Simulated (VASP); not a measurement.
Input of a VASP 6.6.1 run:

INCAR

```
SYSTEM = ReP
  PREC = Accurate
  ENCUT = 520
  EDIFF = 1E-7
  ISMEAR = 0
  SIGMA = 0.05
  LREAL = .FALSE.
  LASPH = .TRUE.
  NELM = 100
  ALGO = Normal
  ISIF = 2
  LWAVE = .FALSE.
  LCHARG = .FALSE.
  GGA = PE
  NBANDS = 13
```

File KPOINTS:

```
Automatic mesh
0
G
  12 12 12
  0 0 0
```

POSCAR

```
ReP
1.0
    0.0000000000      2.5373238220      2.5373238220
    2.5373238220      0.0000000000      2.5373238220
    2.5373238220      2.5373238220      0.0000000000
Re P
1 1
Direct
    0.5000000000      0.5000000000      0.5000000000
    0.0000000000      0.0000000000      0.0000000000
```

Potentials or basis: VASP PAW PBE potentials, release 64 (Re, P).

The run is started by

```bash
$ cat potpaw_PBE.64/Re/POTCAR potpaw_PBE.64/P/POTCAR > POTCAR
$ mpirun -np 1 vasp_std > vasp.out
```

Q: Predict the band gap on the k mesh.

A: Zero (bands 6 and 7 overlap by 0.77 eV).

Q: What does it give for the pressure?

A: -16.4 GPa.

Caveat: the cell stands under tension; spin-orbit coupling is left out, which moves the levels of the heavy elements.
